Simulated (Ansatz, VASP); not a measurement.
## AlAs3: VASP beside Ansatz

INCAR

```
PREC     = Accurate       # precision mode
ENCUT    = 600            # plane-wave cutoff, eV
EDIFF    = 1E-7           # SCF threshold, eV
ISMEAR   = 0              # smearing method
SIGMA    = 0.1            # smearing width, eV
LREAL    = F              # projectors in reciprocal space
LASPH    = T              # aspherical terms in the spheres
NELM     = 100            # most SCF steps
ALGO     = Normal         # electronic algorithm
ISIF     = 3              # what is computed and relaxed
LWAVE    = F              # write WAVECAR
LCHARG   = F              # write CHGCAR
GGA      = PE             # functional
IBRION   = 2              # ionic algorithm
NSW      = 100            # ionic steps
EDIFFG   = -0.01          # ionic threshold
```

KPOINTS

```
Automatic mesh
0
Gamma
  16 16 16
```

File POSCAR:

```
AlAs3
1.0
   -2.1479151289      2.1479151289      4.1098277770
    2.1479151289     -2.1479151289      4.1098277770
    2.1479151289      2.1479151289     -4.1098277770
Al As
1 3
Direct
    0.0000000000      0.0000000000      0.0000000000
    0.7500000000      0.2500000000      0.5000000000
    0.2500000000      0.7500000000      0.5000000000
    0.5000000000      0.5000000000      0.0000000000
```

Input for Ansatz:

```yaml
crystal:
  lattice:
    - [-2.1479151289, 2.1479151289, 4.109827777]
    - [2.1479151289, -2.1479151289, 4.109827777]
    - [2.1479151289, 2.1479151289, -4.109827777]
  atoms:
    - { symbol: Al, position: [0.0, 0.0, 0.0] }
    - { symbol: As, position: [0.75, 0.25, 0.5] }
    - { symbol: As, position: [0.25, 0.75, 0.5] }
    - { symbol: As, position: [0.5, 0.5, 0.0] }
basis:
  ecutwfc: 420
kpoints:
  mp_grid: { grid: [16, 16, 16] }
hamiltonian:
  xc: pbe
scf:
  occupations: { method: gaussian, width: 0.1 }
output:
  forces: true
  stress: true
  eigenvalues: true
  write_density: true
  write_potential: true
  elf: true
  volumetric_format: npy
relax:
  adjacent_minimum: "off"
  f_tol: 0.01
  max_steps: 80
  cell: { stress_tol: 0.05 }
```

Change from the starting cell: species swapped into the TlIn3 type (I4/mmm, No. 139).

Alike in both runs: task relaxation of cell and atoms; functional PBE; k mesh 16 × 16 × 16; occupations gaussian, width 0.1 eV; no spin polarisation.

|  | VASP | Ansatz |
| --- | --- | --- |
| version | VASP 6.6.1 | Ansatz 0.2.0 |
| potentials or method | VASP PAW PBE potentials, release 64 (Al, As), cutoff 600 eV | scalar-relativistic, plane waves, PAW |
| valence electrons in the cell | 18 | 48 |

VASP gave:

- gap on the k mesh at the Fermi level, each at its own relaxed structure (eV): none
- relaxed volume (Å³/atom): 18.89
- relaxed length of the cell vector where the two differ most in proportion (Å): 4.627

**Question.** What did Ansatz give for the same quantities?

**Answer.** gap on the k mesh at the Fermi level, each at its own relaxed structure (eV): none; relaxed volume (Å³/atom): 18.49; relaxed length of the cell vector where the two differ most in proportion (Å): 4.713.

A gap of «none» marks a metal or a gap that the smearing closes. VASP's potentials hold 18 valence electrons a cell and Ansatz's 48, so a difference there can come from the potentials and not from the codes.
